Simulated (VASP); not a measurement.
The system is CO2.

```
CELL_PARAMETERS angstrom
5.06931 0.00000 0.00000
0.00000 5.06931 0.00000
0.00000 0.00000 7.23203
ATOMIC_POSITIONS crystal
C 0.98879 0.01121 0.75000
C 0.01121 0.98879 0.25000
C 0.51121 0.51121 0.50000
C 0.48879 0.48879 0.00000
O 0.67499 0.34761 0.49267
O 0.32501 0.65239 0.99267
O 0.84761 0.82501 0.24267
O 0.15239 0.17499 0.74267
O 0.65239 0.32501 0.00733
O 0.34761 0.67499 0.50733
O 0.82501 0.84761 0.75733
O 0.17499 0.15239 0.25733
```

Base run:

```yaml
Program: VASP 6.6.1
Functional: PBE
Potentials_or_basis: VASP PAW PBE potentials, release 64 (C, O)
Cutoff: 520 eV
k_mesh: 5 × 5 × 4
Occupations: fermi-dirac, width 0.02 eV
Spin: no spin polarisation
```

Its results: band gap on the k mesh 6.43 eV, direct; pressure 0.9 GPa; largest force 0.039 eV/Å.

Task: The run is repeated on the same cell with these changes: functional from PBE to r2SCAN. What comes out?

Result: Band gap on the k mesh 7.05 eV, direct; pressure -2.4 GPa; largest force 0.778 eV/Å.

r2SCAN gives the wider gap, since meta-GGAs in the generalised Kohn-Sham scheme recover part of the derivative discontinuity.

Caveats: the PAW data sets were made with another functional, which shifts forces and pressure a little (some runs).

A k mesh can miss the band edges.
